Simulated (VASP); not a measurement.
# Se (Fm-3m) in VASP: notebook

The runs below take Se through single point, with RPBE.

Everything below comes from runs of VASP 6.6.1. Logs are shortened: lines on timing, memory, paths and dates and some standing lists are left out, and cuts for length are marked.

**1. The cell of the first run**

The structure is cubic, space group Fm-3m (No. 225). Conventional cell: a = 4.381 Å, b = 4.381 Å, c = 4.381 Å, α = 90.00°, β = 90.00°, γ = 90.00°. Within 4.1 Å of Se (site symmetry m-3m) lie 12 Se at 3.10 Å.

This isn't the form of Se at room conditions, which is trigonal, of chains.

**2. Single point, RPBE (21.02 Å³/atom)**

INCAR reads:

```
SYSTEM = Se
PREC     = Accurate       ! precision mode
ENCUT    = 520            ! plane-wave cutoff, eV
EDIFF    = 1E-6           ! SCF threshold, eV
ISMEAR   = -1             ! smearing method
SIGMA    = 0.1            ! smearing width, eV
LREAL    = .FALSE.        ! projectors in reciprocal space
LASPH    = .TRUE.         ! aspherical terms in the spheres
NELM     = 100            ! most SCF steps
ALGO     = Normal         ! electronic algorithm
ISIF     = 2              ! what is computed and relaxed
LWAVE    = .FALSE.        ! write WAVECAR
LCHARG   = .FALSE.        ! write CHGCAR
GGA      = RP             ! functional
NBANDS   = 9              ! bands
```

KPOINTS reads:

```
Automatic mesh
0
G
  14 14 14
  0 0 0
```

POSCAR reads:

```
Se
1.0
    0.0000000000      2.1904663545      2.1904663545
    2.1904663545      0.0000000000      2.1904663545
    2.1904663545      2.1904663545      0.0000000000
Se
1
Direct
    0.0000000000      0.0000000000      0.0000000000
```

Potentials or basis: VASP PAW PBE potentials, release 64 (Se).

Run with:

```
$ cat potpaw_PBE.64/Se/POTCAR > POTCAR
$ mpirun -np 1 vasp_std > vasp.out
```

OUTCAR:

```text
SYSTEM = Se
   PREC = Accurate
   ENCUT = 520
   EDIFF = 1E-6
   ISMEAR = -1
   LREAL = .FALSE.
   LASPH = .TRUE.
   NELM = 100
   ISIF = 2
   GGA = RP

 ion  position               nearest neighbor table
   1  0.000  0.000  0.000-

  LATTYP: Found a face centered cubic cell.
 ALAT       =     4.3809327090

  Lattice vectors:

 A1 = (   0.0000000000,   2.1904663545,   2.1904663545)
 A2 = (   2.1904663545,   0.0000000000,   2.1904663545)
 A3 = (   2.1904663545,   2.1904663545,   0.0000000000)

Analysis of symmetry for initial positions (statically):
=====================================================================
 Subroutine PRICEL returns:
 Original cell was already a primitive cell.

 Routine SETGRP: Setting up the symmetry group for a
 face centered cubic supercell.

 Subroutine GETGRP returns: Found 48 space group operations
 (whereof 48 operations were pure point group operations)
 out of a pool of 48 trial point group operations.

The static configuration has the point symmetry O_h .

Analysis of symmetry for dynamics (positions and initial velocities):
=====================================================================
 Subroutine PRICEL returns:
 Original cell was already a primitive cell.

 Routine SETGRP: Setting up the symmetry group for a
 face centered cubic supercell.

 Subroutine GETGRP returns: Found 48 space group operations
 (whereof 48 operations were pure point group operations)
 out of a pool of 48 trial point group operations.

The dynamic configuration has the point symmetry O_h .

 Subroutine INISYM returns: Found 48 space group operations
 (whereof 48 operations are pure point group operations),
 and found     1 'primitive' translations

----------------------------------------------------------------------------------------

                                     Primitive cell

  volume of cell :      21.0203

  direct lattice vectors                    reciprocal lattice vectors
     0.000000000  2.190466354  2.190466354    -0.228261895  0.228261895  0.228261895
     2.190466354  0.000000000  2.190466354     0.228261895 -0.228261895  0.228261895
     2.190466354  2.190466354  0.000000000     0.228261895  0.228261895 -0.228261895

  length of vectors
     3.097787226  3.097787226  3.097787226     0.395361199  0.395361199  0.395361199

  position of ions in fractional coordinates (direct lattice)
     0.000000000  0.000000000  0.000000000

  ion indices of the primitive-cell ions
   primitive index   ion index
                 1           1

----------------------------------------------------------------------------------------

 KPOINTS: Automatic mesh

Automatic generation of k-mesh.
 Grid dimensions read from file:
 generate k-points for:   14   14   14

 Generating k-lattice:

  Cartesian coordinates                     Fractional coordinates (reciprocal lattice)
    -0.016304421  0.016304421  0.016304421     0.071428571  0.000000000  0.000000000
     0.016304421 -0.016304421  0.016304421     0.000000000  0.071428571  0.000000000
     0.016304421  0.016304421 -0.016304421     0.000000000  0.000000000  0.071428571

  Length of vectors
     0.028240086  0.028240086  0.028240086

  Shift w.r.t. Gamma in fractional coordinates (k-lattice)
     0.000000000  0.000000000  0.000000000

 Subroutine IBZKPT returns following result:
 ===========================================

 Found    104 irreducible k-points:

 Following reciprocal coordinates:
            Coordinates               Weight
  0.000000  0.000000  0.000000      1.000000
  0.071429  0.000000  0.000000      8.000000
  0.142857  0.000000  0.000000      8.000000
  0.214286  0.000000  0.000000      8.000000
  0.285714  0.000000  0.000000      8.000000
  0.357143  0.000000  0.000000      8.000000
[... 16 lines left out ...]
  0.214286  0.142857  0.000000     24.000000
  0.285714  0.142857  0.000000     24.000000
 [... further k-points ...]
   k-points           NKPTS =    104   k-points in BZ     NKDIM =    104   number of bands    NBANDS=      9
   number of dos      NEDOS =    301   number of ions     NIONS =      1
   total plane-waves  NPLWV =  13824
   dimension x,y,z NGX =    24 NGY =   24 NGZ =   24
   dimension x,y,z NGXF=    48 NGYF=   48 NGZF=   48
   ions per type =               1
   NGX,Y,Z   is equivalent  to a cutoff of  12.88, 12.88, 12.88 a.u.
   NGXF,Y,Z  is equivalent  to a cutoff of  25.76, 25.76, 25.76 a.u.
 SYSTEM =  Se
   PREC   = accura    normal or accurate (medium, high low for compatibility)
   ISTART =      0    job   : 0-new  1-cont  2-samecut
   ICHARG =      2    charge: 1-file 2-atom 10-const
   ISPIN  =      1    spin polarized calculation?
   LNONCOLLINEAR =      F non collinear calculations
   LSORBIT =      F    spin-orbit coupling
   LASPH  =      T    aspherical Exc in radial PAW
   ENCUT  =  520.0 eV  38.22 Ry    6.18 a.u.   5.76  5.76  5.76*2*pi/ulx,y,z
   NELM   =    100;   NELMIN=  2; NELMDL= -5     # of ELM steps
   EDIFF  = 0.1E-05   stopping-criterion for ELM
   LREAL  =      F    real-space projection
   EDIFFG = 0.1E-04   stopping-criterion for IOM
   NSW    =      0    number of steps for IOM
   IBRION =     -1    ionic relax: 0-MD 1-quasi-New 2-CG
   NFREE  =      0    steps in history (QN), initial steepest desc. (CG)
   ISIF   =      2    stress and relaxation
   ISYM   =      2    0-nonsym 1-usesym 2-fastsym
   POTIM  = 0.5000    time-step for ionic-motion
   TEBEG  =    0.0;   TEEND  =   0.0 temperature during run
   PSTRESS=    0.0 pullay stress
   NELECT =       6.0000    total number of electrons
   NUPDOWN=      -1.0000    fix difference up-down
   EMIN   =  10.00;   EMAX   =-10.00  energy-range for DOS
   EFERMI =   0.00;   METHOD = LEGACY
   ISMEAR =    -1;   SIGMA  =   0.10  broadening in eV -4-tet -1-fermi 0-gaus
   EFERMI_NEDOS =   21; number of points for ismear=-14 and -15
   IALGO  =     38    algorithm
   IMIX   =      4    mixing-type and parameters
     AMIX     =   0.40;   BMIX     =  1.00
     AMIX_MAG =   1.60;   BMIX_MAG =  1.00
  volume/ion in A,a.u.               =      21.02       141.85
  Fermi-wavevector in a.u.,A,eV,Ry     =   1.077900  2.036937 15.808193  1.161869
  Thomas-Fermi vector in A             =   2.213825
   LORBIT       =      0    0 simple, 1 ext, 2 COOP (PROOUT), +10 PAW based schemes
   GGA     = RP    functional components
   LHFCALC =     F    Hartree Fock is set to
   AEXX    =    0.0000 exact exchange contribution
   IVDW    =     0    specifies the selected vdW correction
   LEPSILON=     F    determine dielectric tensor
   LRPA    =     F    only Hartree local field effects (RPA)
 non-spin polarized calculation
  energy-cutoff  :      520.00
  volume of cell :       21.02
 maximum number of plane-waves:       588
   NGX = 11   NGY = 11   NGZ = 11

 number of electron       6.0000000 magnetization

 Free energy of the ion-electron system (eV)
  ---------------------------------------------------
  ext. energy  EPLUGINS =         0.00000000
  ---------------------------------------------------
  free energy    TOTEN  =        -2.37288577 eV

  energy without entropy =       -2.33886653  energy(sigma->0) =       -2.35587615

 E-fermi :   5.1126     XC(G=0): -10.3907

 val. band max:        5.1089781751   @ k =   0.3571   0.2143   0.0000
 cond. band min:       5.1329693747   @ k =  -0.4286   0.2857   0.0714
 fundamental gap:      0.0239911996
 Fermi energy:         5.1126329479

 k-point     1 :       0.0000    0.0000    0.0000
  band No.  band energies     occupation
      1     -10.6332      2.00000
      2       7.9739      0.00000
      3       7.9739      0.00000
      4       7.9739      0.00000
      5      15.8692      0.00000
      6      17.0573      0.00000
      7      17.0573      0.00000
      8      17.0573      0.00000
      9      20.5528      0.00000

 k-point     2 :       0.0714    0.0000    0.0000
  band No.  band energies     occupation
      1     -10.5361      2.00000
      2       7.2882      0.00000
      3       7.8955      0.00000
      4       7.8955      0.00000
      5      16.1018      0.00000
      6      16.8867      0.00000
      7      17.2417      0.00000
      8      17.2417      0.00000
      9      21.4856      0.00000

 k-point     3 :       0.1429    0.0000    0.0000
  band No.  band energies     occupation
      1     -10.2487      2.00000
      2       5.6980      0.00572
      3       7.6907      0.00000
      4       7.6907      0.00000
      5      15.4427      0.00000
      6      17.6390      0.00000
      7      17.6390      0.00000
      8      18.0270      0.00000
      9      20.9870      0.00000

 k-point     4 :       0.2143    0.0000    0.0000
  band No.  band energies     occupation
      1      -9.7848      2.00000
      2       3.8166      2.00000
      3       7.4267      0.00000
      4       7.4267      0.00000
      5      14.7095      0.00000
      6      17.7065      0.00000
      7      17.7065      0.00000
      8      19.5506      0.00000
      9      20.9387      0.00000
[... 205 lines left out ...]
 k-point    22 :       0.1429    0.1429    0.0000
  band No.  band energies     occupation
      1     -10.1198      2.00000
      2       6.1314      0.00008
      3       6.9887      0.00000
      4       6.9887      0.00000
      5      14.7698      0.00000
      6      16.7844      0.00000
      7      18.7589      0.00000
      8      18.7589      0.00000
      9      19.5236      0.00000

 k-point    23 :       0.2143    0.1429    0.0000
  band No.  band energies     occupation
      1      -9.7767      2.00000
      2       4.8646      1.84551
      3       6.6080      0.00000
      4       6.7415      0.00000
      5      14.3682      0.00000
      6      16.1167      0.00000
      7      18.6041      0.00000
      8      19.3780      0.00000
      9      21.0135      0.00000

 k-point    24 :       0.2857    0.1429    0.0000
  band No.  band energies     occupation
      1      -9.2694      2.00000
      2       3.2112      2.00000
      3       6.3058      0.00001
      4       6.3858      0.00001
      5      14.2064      0.00000
      6      15.8792      0.00000
      7      18.3417      0.00000
      8      19.3573      0.00000
      9      22.9062      0.00000

 [... further k-points ...]

------------------------ aborting loop because EDIFF is reached ----------------------------------------

  FORCE on cell =-STRESS in cart. coord.  units (eV):
  Direction    XX          YY          ZZ          XY          YZ          ZX
  --------------------------------------------------------------------------------------
  -------------------------------------------------------------------------------------
  Total       -0.0126676     -0.0126676     -0.0126676      0.0000000      0.0000000      0.0000000
  in kB       -0.9655293     -0.9655293     -0.9655293      0.0000000      0.0000000      0.0000000
  external PRESSURE =      -0.9655293 kB  Pullay stress =       0.0000000 kB

 VOLUME and BASIS-vectors are now :
 -----------------------------------------------------------------------------
  energy-cutoff  :      520.00
  volume of cell :       21.02
      direct lattice vectors                 reciprocal lattice vectors
     0.000000000  2.190466354  2.190466354    -0.228261895  0.228261895  0.228261895
     2.190466354  0.000000000  2.190466354     0.228261895 -0.228261895  0.228261895
     2.190466354  2.190466354  0.000000000     0.228261895  0.228261895 -0.228261895

 POSITION                                       TOTAL-FORCE (eV/Angst)
 -----------------------------------------------------------------------------------
      0.00000      0.00000      0.00000         0.000000      0.000000     -0.000000
 -----------------------------------------------------------------------------------
    total drift:                                0.000000     -0.000000     -0.000000

  FREE ENERGIE OF THE ION-ELECTRON SYSTEM (eV)
  ---------------------------------------------------
  free  energy   TOTEN  =        -2.3728857731 eV

  energy  without entropy=       -2.3388665320  energy(sigma->0) =       -2.35587615
```

It took 13 s on 1 thread of Intel Xeon 8259CL, shared host; peak memory 0.15 GiB.

What came out:

| Item | Value |
| --- | --- |
| Free energy | -2.3729 eV |
| Pressure | -0.1 GPa |
| Band gap on the k mesh | zero (bands 3 and 4 overlap by 4.91 eV) |

Levels at points of the mesh, in eV from the Fermi level:
```csv
k point,band 1,band 2,band 3,band 4,band 5,band 6,band 7,band 8
"(0.00, 0.00, 0.00)",-15.75,2.86,2.86,2.86,10.76,11.94,11.94,11.94
"(0.50, 0.00, 0.00)",-12.73,-6.42,1.67,1.67,8.37,11.09,11.09,14.11
"(0.50, 0.50, 0.00)",-11.57,-5.60,-0.77,-0.77,5.07,6.02,22.27,22.83
```

Caveat: the PAW data sets were made with another functional, which shifts forces and pressure a little.

**3. Single point, RPBE (21.86 Å³/atom)**

This run uses another cell than the first one, of 21.86 Å³/atom.

INCAR reads:

```
SYSTEM = Se
ALGO = Normal ; EDIFF = 1E-6
ENCUT = 520 ; GGA = RP
ISIF = 2 ; ISMEAR = -1
LASPH = .True. ; LCHARG = .True.
LELF = .True. ; LREAL = .False.
LVHAR = .True. ; LWAVE = .False.
NBANDS = 9 ; NELM = 100
PREC = Accurate ; SIGMA = 0.1
```

KPOINTS reads:

```
k-points
0
Gamma
  14 14 14
  0 0 0
```

POSCAR reads:

```
Se
1.0
    0.0000000000      2.2192915858      2.2192915858
    2.2192915858      0.0000000000      2.2192915858
    2.2192915858      2.2192915858      0.0000000000
Se
1
Direct
    0.0000000000      0.0000000000      0.0000000000
```

Potentials or basis: VASP PAW PBE potentials, release 64 (Se).

Run with:

```
$ cat potpaw_PBE.64/Se/POTCAR > POTCAR
$ mpirun -np 1 vasp_std > vasp.out
```

It took 12 s on 1 thread of Intel Xeon 8259CL, shared host; peak memory 0.15 GiB.

Results (log left out):

- Free energy: -2.3667 eV
- Pressure: -2.2 GPa
- Band gap on the k mesh: zero (bands 3 and 4 overlap by 4.58 eV)

Levels at points of the mesh, in eV from the Fermi level:
```tsv
k point	band 1	band 2	band 3	band 4	band 5	band 6	band 7
(0.00, 0.00, 0.00)	-15.42	2.68	2.68	2.68	10.30	11.88	11.88
(0.50, 0.00, 0.00)	-12.62	-6.11	1.55	1.55	8.25	11.05	11.05
(0.50, 0.50, 0.00)	-11.55	-5.33	-0.74	-0.74	5.16	6.14	21.85
```

Caveat: the PAW data sets were made with another functional, which shifts forces and pressure a little.

**4. Single point, RPBE (22.70 Å³/atom)**

This run uses another cell than the first one, of 22.70 Å³/atom.

INCAR reads:

```
SYSTEM = Se
PREC     = Accurate       ! precision mode
ENCUT    = 520            ! plane-wave cutoff, eV
EDIFF    = 1E-6           ! SCF threshold, eV
ISMEAR   = -1             ! smearing method
SIGMA    = 0.1            ! smearing width, eV
LREAL    = .False.        ! projectors in reciprocal space
LASPH    = .True.         ! aspherical terms in the spheres
NELM     = 100            ! most SCF steps
ALGO     = Normal         ! electronic algorithm
ISIF     = 2              ! what is computed and relaxed
LWAVE    = .False.        ! write WAVECAR
LCHARG   = .False.        ! write CHGCAR
GGA      = RP             ! functional
NBANDS   = 9              ! bands
```

KPOINTS reads:

```
Automatic mesh
0
Gamma
  14 14 14
  0 0 0
```

POSCAR reads:

```
Se
1.0
    0.0000000000      2.2473868669      2.2473868669
    2.2473868669      0.0000000000      2.2473868669
    2.2473868669      2.2473868669      0.0000000000
Se
1
Direct
    0.0000000000      0.0000000000      0.0000000000
```

Run with:

```
$ cat potpaw_PBE.64/Se/POTCAR > POTCAR
$ mpirun -np 1 vasp_std > vasp.out
```

Wall time 13 s (1 thread of Intel Xeon 8259CL, shared host); peak memory 0.15 GiB.

Results (log left out):

| Property | Result |
| --- | --- |
| Free energy | -2.3504 eV |
| Pressure | -3.9 GPa |
| Band gap on the k mesh | zero (bands 3 and 4 overlap by 4.28 eV) |

Levels at points of the mesh, in eV from the Fermi level:
| k point | band 1 | band 2 | band 3 | band 4 | band 5 | band 6 | band 7 |
| --- | --- | --- | --- | --- | --- | --- | --- |
| (0.00, 0.00, 0.00) | -15.12 | 2.51 | 2.51 | 2.51 | 9.88 | 11.82 | 11.82 |
| (0.50, 0.00, 0.00) | -12.51 | -5.82 | 1.45 | 1.45 | 8.14 | 11.02 | 11.02 |
| (0.50, 0.50, 0.00) | -11.54 | -5.08 | -0.70 | -0.70 | 5.25 | 6.25 | 21.47 |

Caveat: the cell stands under tension; the PAW data sets were made with another functional, which shifts forces and pressure a little.

(Part 1 of 2 ends here.)
